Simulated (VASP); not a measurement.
The system is TiSi.

```xyz
2
Lattice="1.8162 -2.1176 0.0000 1.8162 2.1176 0.0000 0.0000 0.0000 3.8039" Properties=species:S:1:pos:R:3 pbc="T T T"
Ti    1.8162    0.0000    0.0000
Si    0.0000    0.0000    1.9020
```

Base run:

- Program: VASP 6.6.1
- Functional: r2SCAN
- Potentials or basis: VASP PAW PBE potentials, release 64 (Ti_sv, Si)
- Cutoff: 520 eV
- k mesh: 14 × 14 × 10, shifted
- Occupations: gaussian, width 0.1 eV
- Spin: no spin polarisation

Its results: band gap on the k mesh zero (bands 8 and 9 overlap by 1.53 eV); pressure -1.5 GPa.

Q: The run is repeated on the same cell with these changes: k mesh from 14 × 14 × 10, shifted to 6 × 6 × 6, through Γ. What comes out?

A: Band gap on the k mesh zero (bands 8 and 9 overlap by 1.52 eV); pressure -1.1 GPa.

Caveats: some runs use coarse meshes; the PAW data sets were made with another functional, which shifts forces and pressure a little.
